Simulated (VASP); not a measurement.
Set up this calculation in VASP 6.6.1, as the native input.

- Task: single point
- Functional: PBE
- Potentials or basis: VASP PAW PBE potentials, release 64 (Mg, Cd, Se)
- Cutoff: 520 eV
- k mesh: 6 × 6 × 6
- Occupations: gaussian, width 0.1 eV
- Spin: no spin polarisation
- Dipole correction: no
- Further INCAR settings: ALGO = Normal; EDIFF = 1e-06; NBANDS = 46

The structure of Mg2Cd3Se5 lies in POSCAR:

```
Mg2Cd3Se5
1.0
   -1.9991626110      1.9991626110     14.1576521997
    1.9991626110     -1.9991626110     14.1576521997
    1.9991626110      1.9991626110    -14.1576521997
Mg Cd Se
2 3 5
Direct
    0.7011309558      0.7011309558      0.0000000000
    0.2988690442      0.2988690442      0.0000000000
    0.8981462304      0.8981462304      0.0000000000
    0.5000000000      0.5000000000      0.0000000000
    0.1018537696      0.1018537696      0.0000000000
    0.0000000000      0.0000000000      0.0000000000
    0.6029217534      0.6029217534      0.0000000000
    0.2023906743      0.2023906743      0.0000000000
    0.7976093257      0.7976093257      0.0000000000
    0.3970782466      0.3970782466      0.0000000000
```

These files were run (other wordings do the same):

INCAR

```
SYSTEM = Mg2Cd3Se5
ALGO = Normal ; EDIFF = 1E-6
ENCUT = 520 ; GGA = PE
ISIF = 2 ; ISMEAR = 0
LASPH = .True. ; LCHARG = .True.
LELF = .True. ; LREAL = .False.
LVHAR = .True. ; LWAVE = .False.
NBANDS = 46 ; NELM = 100
PREC = Accurate ; SIGMA = 0.1
```

KPOINTS

```
k-points
0
Gamma
  6 6 6
  0 0 0
```

Potentials or basis: VASP PAW PBE potentials, release 64 (Mg, Cd, Se).

The run is started by

```bash
$ cat potpaw_PBE.64/Mg/POTCAR potpaw_PBE.64/Cd/POTCAR potpaw_PBE.64/Se/POTCAR > POTCAR
$ mpirun -np 1 vasp_std > vasp.out
```

Results of the run:

| Quantity | Value |
| --- | --- |
| Pressure | 0.2 GPa |
| Largest force | 0.020 eV/Å |

Wall time 42 min on 1 thread of Intel(R) Xeon(R) 6975P-C (Granite Rapids) (shared host), peak memory 2.1 GiB.
